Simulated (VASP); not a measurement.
Here is a VASP 6.6.1 calculation.

Contents of INCAR:

```
PREC     = Accurate       # precision mode
ENCUT    = 520            # plane-wave cutoff, eV
EDIFF    = 1E-6           # SCF threshold, eV
ISMEAR   = 0              # smearing method
SIGMA    = 0.1            # smearing width, eV
LREAL    = F              # projectors in reciprocal space
LASPH    = T              # aspherical terms in the spheres
NELM     = 150            # most SCF steps
ALGO     = Normal         # electronic algorithm
ISIF     = 2              # what is computed and relaxed
LWAVE    = F              # write WAVECAR
LCHARG   = F              # write CHGCAR
ISPIN    = 2              # spin polarisation
MAGMOM   = -0.01 -0.01 -0.01 0.91 # initial moments
LORBIT   = 11             # projections on sites
NUPDOWN  = 0.75           # fixed moment
LMAXMIX  = 4              # l up to which the mixer works
GGA      = PE             # functional
NBANDS   = 38             # bands
```

Contents of KPOINTS:

```
regular mesh
0
Gamma
  10 10 10
```

Contents of POSCAR:

```
CoGe3
1.0
    3.9922210267      0.0000000000      0.0000000000
    0.0000000000      3.9922210267      0.0000000000
    0.0000000000      0.0000000000      3.9922210267
Ge Co
3 1
Direct
    0.0000000000      0.5000000000      0.5000000000
    0.5000000000      0.0000000000      0.5000000000
    0.5000000000      0.5000000000      0.0000000000
    0.0000000000      0.0000000000      0.0000000000
```

Potentials or basis: VASP PAW PBE potentials, release 64 (Ge_d, Co).

Launch:

```sh
$ cat potpaw_PBE.64/Ge_d/POTCAR potpaw_PBE.64/Co/POTCAR > POTCAR
$ mpirun -np 1 vasp_std > vasp.out
```

(1) Estimate the pressure.

Answers

(1) 0.8 GPa.

Caveat: the total moment is fixed, so each spin has its own Fermi level.
